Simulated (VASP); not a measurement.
# HgH3 (P6/mmm) in VASP: a series of runs

The runs below take HgH3 through single point, with PBE.

Everything below comes from runs of VASP 6.6.1. Logs are shortened: lines on timing, memory, paths and dates and some standing lists are left out, and cuts for length are marked.

## Step 1: The cell of the first run

The structure is hexagonal, space group P6/mmm (No. 191). Conventional cell: a = 3.721 Å, b = 3.721 Å, c = 3.708 Å, α = 90.00°, β = 90.00°, γ = 120.00°. Hg (site symmetry 6/mmm) has 8 H at 1.85 to 2.15 Å within 2.5 Å. H (site symmetry -6m2) has 9 H at 2.15 to 2.84 Å and 3 Hg at 2.15 Å within 2.9 Å. Within 2.5 Å of H (site symmetry 6/mmm) lie 2 Hg at 1.85 Å.

The cell was built from a structure type or drawn by symmetry, and may not be a known phase.

## Step 2: Single point, PBE

Input file INCAR:

```
SYSTEM = HgH3
PREC = Accurate
ENCUT = 520
EDIFF = 1E-6
ISMEAR = 0
SIGMA = 0.1
LREAL = .FALSE.
LASPH = .TRUE.
NELM = 80
ALGO = Normal
ISIF = 2
LWAVE = .FALSE.
LCHARG = .FALSE.
GGA = PE
NBANDS = 16
```

Input file KPOINTS:

```
regular mesh
0
G
  6 6 4
  0 0 0
```

Input file POSCAR:

```
HgH3
1.0
    3.7208735160      0.0000000000      0.0000000000
   -1.8604367580      3.2223709891      0.0000000000
    0.0000000000      0.0000000000      3.7076072543
Hg H
1 3
Direct
    0.0000000000      0.0000000000      0.0000000000
    0.3333333333      0.6666666667      0.0000000000
    0.6666666667      0.3333333333      0.0000000000
    0.0000000000      0.0000000000      0.5000000000
```

Potentials or basis: VASP PAW PBE potentials, release 64 (Hg, H).

Run with:

```console
$ cat potpaw_PBE.64/Hg/POTCAR potpaw_PBE.64/H/POTCAR > POTCAR
$ mpirun -np 1 vasp_std > vasp.out
```

OUTCAR:

```text
SYSTEM = HgH3
   PREC = Accurate
   ENCUT = 520
   EDIFF = 1E-6
   ISMEAR = 0
   LREAL = .FALSE.
   LASPH = .TRUE.
   NELM = 80
   ISIF = 2
   GGA = PE

 ion  position               nearest neighbor table
   1  0.000  0.000  0.000-   4 1.85   4 1.85   2 2.15   3 2.15   2 2.15   3 2.15   3 2.15   2 2.15

   2  0.333  0.667  0.000-   1 2.15   1 2.15   1 2.15
   3  0.667  0.333  0.000-   1 2.15   1 2.15   1 2.15
   4  0.000  0.000  0.500-   1 1.85   1 1.85

  LATTYP: Found a hexagonal cell.
 ALAT       =     3.7208735160
 C/A-ratio  =     0.9964346378

  Lattice vectors:

 A1 = (   3.7208735160,   0.0000000000,   0.0000000000)
 A2 = (  -1.8604367580,   3.2223709891,   0.0000000000)
 A3 = (   0.0000000000,   0.0000000000,   3.7076072543)

Analysis of symmetry for initial positions (statically):
=====================================================================
 Subroutine PRICEL returns:
 Original cell was already a primitive cell.

 Routine SETGRP: Setting up the symmetry group for a
 hexagonal supercell.

 Subroutine GETGRP returns: Found 24 space group operations
 (whereof 24 operations were pure point group operations)
 out of a pool of 24 trial point group operations.

The static configuration has the point symmetry D_6h.

Analysis of symmetry for dynamics (positions and initial velocities):
=====================================================================
 Subroutine PRICEL returns:
 Original cell was already a primitive cell.

 Routine SETGRP: Setting up the symmetry group for a
 hexagonal supercell.

 Subroutine GETGRP returns: Found 24 space group operations
 (whereof 24 operations were pure point group operations)
 out of a pool of 24 trial point group operations.

The dynamic configuration has the point symmetry D_6h.

 Subroutine INISYM returns: Found 24 space group operations
 (whereof 24 operations are pure point group operations),
 and found     1 'primitive' translations

----------------------------------------------------------------------------------------

                                     Primitive cell

  volume of cell :      44.4543

  direct lattice vectors                    reciprocal lattice vectors
     3.720873516  0.000000000  0.000000000     0.268754097  0.155165250  0.000000000
    -1.860436758  3.222370989  0.000000000     0.000000000  0.310330500  0.000000000
[... 85 lines left out ...]
   EDIFF  = 0.1E-05   stopping-criterion for ELM
   LREAL  =      F    real-space projection
   EDIFFG = 0.1E-04   stopping-criterion for IOM
   NSW    =      0    number of steps for IOM
   IBRION =     -1    ionic relax: 0-MD 1-quasi-New 2-CG
   NFREE  =      0    steps in history (QN), initial steepest desc. (CG)
   ISIF   =      2    stress and relaxation
   ISYM   =      2    0-nonsym 1-usesym 2-fastsym
   POTIM  = 0.5000    time-step for ionic-motion
   TEBEG  =    0.0;   TEEND  =   0.0 temperature during run
   PSTRESS=    0.0 pullay stress
   NELECT =      15.0000    total number of electrons
   NUPDOWN=      -1.0000    fix difference up-down
   EMIN   =  10.00;   EMAX   =-10.00  energy-range for DOS
   EFERMI =   0.00;   METHOD = LEGACY
   ISMEAR =     0;   SIGMA  =   0.10  broadening in eV -4-tet -1-fermi 0-gaus
   EFERMI_NEDOS =   21; number of points for ismear=-14 and -15
   IALGO  =     38    algorithm
   IMIX   =      4    mixing-type and parameters
     AMIX     =   0.40;   BMIX     =  1.00
     AMIX_MAG =   1.60;   BMIX_MAG =  1.00
  volume/ion in A,a.u.               =      11.11        75.00
  Fermi-wavevector in a.u.,A,eV,Ry     =   1.139726  2.153770 17.673638  1.298976
  Thomas-Fermi vector in A             =   2.276429
   LORBIT       =      0    0 simple, 1 ext, 2 COOP (PROOUT), +10 PAW based schemes
   GGA     = PE    functional components
   LHFCALC =     F    Hartree Fock is set to
   AEXX    =    0.0000 exact exchange contribution
   IVDW    =     0    specifies the selected vdW correction
   LEPSILON=     F    determine dielectric tensor
   LRPA    =     F    only Hartree local field effects (RPA)
 non-spin polarized calculation
 Gauss-broadening in eV      SIGMA  =   0.10
  energy-cutoff  :      520.00
  volume of cell :       44.45
 maximum number of plane-waves:      1208
 NGX is ok and might be reduce to    28
   NGX = 13   NGY = 13   NGZ = 13

 number of electron      15.0000003 magnetization

 Free energy of the ion-electron system (eV)
  ---------------------------------------------------
  ext. energy  EPLUGINS =         0.00000000
  ---------------------------------------------------
  free energy    TOTEN  =        -7.18028077 eV

  energy without entropy =       -7.17048100  energy(sigma->0) =       -7.17538088

 E-fermi :   0.8124     XC(G=0):  -9.0596

 val. band max:        0.7475617564   @ k =   0.1667   0.1667   0.0000
 cond. band min:       0.8336909430   @ k =   0.3333  -0.0000   0.2500
 fundamental gap:      0.0861291866
 Fermi energy:         0.8123664074

 k-point     1 :       0.0000    0.0000    0.0000
  band No.  band energies     occupation
      1      -9.2029      2.00000
      2      -8.5084      2.00000
      3      -6.6763      2.00000
      4      -6.6763      2.00000
      5      -6.2031      2.00000
      6      -6.2031      2.00000
[... 376 lines left out ...]
      3      -6.6154      2.00000
      4      -6.6154      2.00000
      5      -6.4170      2.00000
      6      -3.1351      2.00000
[... 8 lines left out ...]
     15      16.3835      0.00000
     16      18.5473      0.00000

------------------------ aborting loop because EDIFF is reached ----------------------------------------

  FORCE on cell =-STRESS in cart. coord.  units (eV):
  Direction    XX          YY          ZZ          XY          YZ          ZX
  --------------------------------------------------------------------------------------
  -------------------------------------------------------------------------------------
  Total       -0.0033981     -0.0033981      0.0856019      0.0000000     -0.0000000     -0.0000000
  in kB       -0.1224719     -0.1224719      3.0851769      0.0000000     -0.0000000     -0.0000000
  external PRESSURE =       0.9467444 kB  Pullay stress =       0.0000000 kB

 VOLUME and BASIS-vectors are now :
 -----------------------------------------------------------------------------
  energy-cutoff  :      520.00
  volume of cell :       44.45
      direct lattice vectors                 reciprocal lattice vectors
     3.720873516  0.000000000  0.000000000     0.268754097  0.155165250  0.000000000
    -1.860436758  3.222370989  0.000000000     0.000000000  0.310330500  0.000000000
     0.000000000  0.000000000  3.707607254     0.000000000  0.000000000  0.269715731

 POSITION                                       TOTAL-FORCE (eV/Angst)
 -----------------------------------------------------------------------------------
      0.00000      0.00000      0.00000        -0.000000     -0.000000      0.000000
     -0.00000      2.14825      0.00000        -0.000000      0.000000      0.000000
      1.86044      1.07412      0.00000         0.000000     -0.000000      0.000000
      0.00000      0.00000      1.85380        -0.000000     -0.000000      0.000000
 -----------------------------------------------------------------------------------
    total drift:                               -0.000000      0.000000     -0.000000

  FREE ENERGIE OF THE ION-ELECTRON SYSTEM (eV)
  ---------------------------------------------------
  free  energy   TOTEN  =        -7.1802807666 eV

  energy  without entropy=       -7.1704809988  energy(sigma->0) =       -7.17538088
```

stdout:

```text
POSCAR found type information on POSCAR HgH
 POSCAR found :  2 types and       4 ions
 scaLAPACK will be used
 LDA part: xc-table for (Slater+PW92), standard interpolation
 POSCAR, INCAR and KPOINTS ok, starting setup
 FFT: planning ... GRIDC
 FFT: planning ... GRID_SOFT
 FFT: planning ... GRID
 WAVECAR not read
 entering main loop
```

It took 12 s on 1 thread of Intel Xeon Platinum 8259CL at 2.50GHz (Skylake/Cascade Lake), shared host; peak memory 0.16 GiB.

What came out:

```yaml
Free_energy: -7.1803 eV
Pressure: 0.1 GPa
Band_gap_on_the_k_mesh: zero (an odd number of electrons rules out a gap without spin polarisation)
```

Stress tensor (GPa, compression positive):
```
-0.01  0.00  0.00
 0.00 -0.01  0.00
 0.00  0.00  0.31
```

Levels at points of the mesh, in eV from the Fermi level:
| k point | band 5 | band 6 | band 7 | band 8 | band 9 | band 10 |
| --- | --- | --- | --- | --- | --- | --- |
| (0.00, 0.00, 0.00) | -7.02 | -7.02 | 0.50 | 2.08 | 4.52 | 7.37 |
| (0.50, 0.00, 0.00) | -6.97 | -5.63 | -5.15 | 1.38 | 4.19 | 7.25 |
| (0.00, 0.00, 0.50) | -7.18 | -6.39 | -5.04 | 0.67 | 6.06 | 7.27 |
| (0.50, 0.00, 0.50) | -6.96 | -5.13 | -4.08 | -3.30 | 2.67 | 4.95 |

Caveat: the k points lie up to 0.42 Å⁻¹ apart, too coarse for converged energies and pressures of a metal; spin-orbit coupling is left out, which moves the levels of the heavy elements.

## Step 3: Single point, PBE

This run uses another cell than the first one, of 14.84 Å³/atom.

Input file INCAR:

```
SYSTEM = HgH3
ALGO     = Normal         ! electronic algorithm
EDIFF    = 1E-7           ! SCF threshold, eV
ENCUT    = 520            ! plane-wave cutoff, eV
GGA      = PE             ! functional
ISIF     = 2              ! what is computed and relaxed
ISMEAR   = 0              ! smearing method
LASPH    = .True.         ! aspherical terms in the spheres
LCHARG   = .False.        ! write CHGCAR
LREAL    = .False.        ! projectors in reciprocal space
LWAVE    = .False.        ! write WAVECAR
NBANDS   = 16             ! bands
NELM     = 60             ! most SCF steps
PREC     = Accurate       ! precision mode
SIGMA    = 0.1            ! smearing width, eV
```

Input file KPOINTS:

```
k-points
0
Gamma
  6 6 4
  0 0 0
```

Input file POSCAR:

```
HgH3
1.0
    3.5683061400      0.0000000000      0.0000000000
   -1.7841530700      3.0902437700      0.0000000000
    0.0000000000      0.0000000000      5.3848703800
Hg H
1 3
Direct
    0.0000000000      0.0000000000      0.0000000000
    0.3333333300      0.6666666700      0.0000000000
    0.6666666700      0.3333333300      0.0000000000
    0.0000000000      0.0000000000      0.5000000000
```

Potentials or basis: VASP PAW PBE potentials, release 64 (Hg, H).

Run with:

```console
$ cat potpaw_PBE.64/Hg/POTCAR potpaw_PBE.64/H/POTCAR > POTCAR
$ mpirun -np 1 vasp_std > vasp.out
```

OUTCAR:

```text
SYSTEM = HgH3
   EDIFF = 1E-7
   ENCUT = 520
   GGA = PE
   ISIF = 2
   ISMEAR = 0
   LASPH = .True.
   LREAL = .False.
   NELM = 60
   PREC = Accurate

 ion  position               nearest neighbor table
   1  0.000  0.000  0.000-   2 2.06   3 2.06   3 2.06   2 2.06   3 2.06   2 2.06
   2  0.333  0.667  0.000-   1 2.06   1 2.06   1 2.06
   3  0.667  0.333  0.000-   1 2.06   1 2.06   1 2.06
   4  0.000  0.000  0.500-

  LATTYP: Found a hexagonal cell.
 ALAT       =     3.5683061400
 C/A-ratio  =     1.5090830688

  Lattice vectors:

 A1 = (   3.5683061400,   0.0000000000,   0.0000000000)
 A2 = (  -1.7841530700,   3.0902437700,   0.0000000000)
 A3 = (   0.0000000000,   0.0000000000,   5.3848703800)

Analysis of symmetry for initial positions (statically):
=====================================================================
 Subroutine PRICEL returns:
 Original cell was already a primitive cell.

 Routine SETGRP: Setting up the symmetry group for a
 hexagonal supercell.

[... 166 lines left out ...]

 E-fermi :  -1.2356     XC(G=0):  -7.8164

 val. band max:       -1.3855989191   @ k =   0.3333   0.1667   0.2500
 cond. band min:      -1.2265584141   @ k =   0.3333   0.1667   0.0000
 fundamental gap:      0.1590405049
 Fermi energy:        -1.2356060344

 k-point     1 :       0.0000    0.0000    0.0000
  band No.  band energies     occupation
      1     -11.6953      2.00000
      2      -8.7506      2.00000
      3      -8.7506      2.00000
      4      -7.8802      2.00000
      5      -7.8802      2.00000
      6      -7.5696      2.00000
[... 376 lines left out ...]
      3      -8.1571      2.00000
      4      -8.1571      2.00000
      5      -7.9494      2.00000
      6      -4.1762      2.00000
[... 8 lines left out ...]
     15      13.2838      0.00000
     16      13.3479      0.00000

------------------------ aborting loop because EDIFF is reached ----------------------------------------

  FORCE on cell =-STRESS in cart. coord.  units (eV):
  Direction    XX          YY          ZZ          XY          YZ          ZX
  --------------------------------------------------------------------------------------
  -------------------------------------------------------------------------------------
  Total        0.6437708      0.6437708     -4.4109761      0.0000000      0.0000000      0.0000000
  in kB       17.3704779     17.3704780   -119.0186950      0.0000000      0.0000000      0.0000000
  external PRESSURE =     -28.0925797 kB  Pullay stress =       0.0000000 kB

 VOLUME and BASIS-vectors are now :
 -----------------------------------------------------------------------------
  energy-cutoff  :      520.00
  volume of cell :       59.38
      direct lattice vectors                 reciprocal lattice vectors
     3.568306140  0.000000000  0.000000000     0.280245013  0.161799533  0.000000000
    -1.784153070  3.090243770  0.000000000     0.000000000  0.323599067  0.000000000
     0.000000000  0.000000000  5.384870380     0.000000000  0.000000000  0.185705491

 POSITION                                       TOTAL-FORCE (eV/Angst)
 -----------------------------------------------------------------------------------
      0.00000      0.00000      0.00000         0.000000      0.000000      0.000000
     -0.00000      2.06016      0.00000         0.000000      0.000000      0.000000
      1.78415      1.03008      0.00000        -0.000000      0.000000      0.000000
      0.00000      0.00000      2.69244         0.000000      0.000000      0.000000
 -----------------------------------------------------------------------------------
    total drift:                               -0.000000     -0.000000     -0.000000

  FREE ENERGIE OF THE ION-ELECTRON SYSTEM (eV)
  ---------------------------------------------------
  free  energy   TOTEN  =        -5.8448892886 eV

  energy  without entropy=       -5.8385655407  energy(sigma->0) =       -5.84172741
```

It took 21 s on 1 thread of Intel Xeon Platinum 8259CL at 2.50GHz (Skylake/Cascade Lake), shared host; peak memory 0.18 GiB.

What came out:

```yaml
Free_energy: -5.8449 eV
Pressure: -2.8 GPa
Band_gap_on_the_k_mesh: zero (an odd number of electrons rules out a gap without spin polarisation)
```

Caveat: spin-orbit coupling is left out, which moves the levels of the heavy elements.
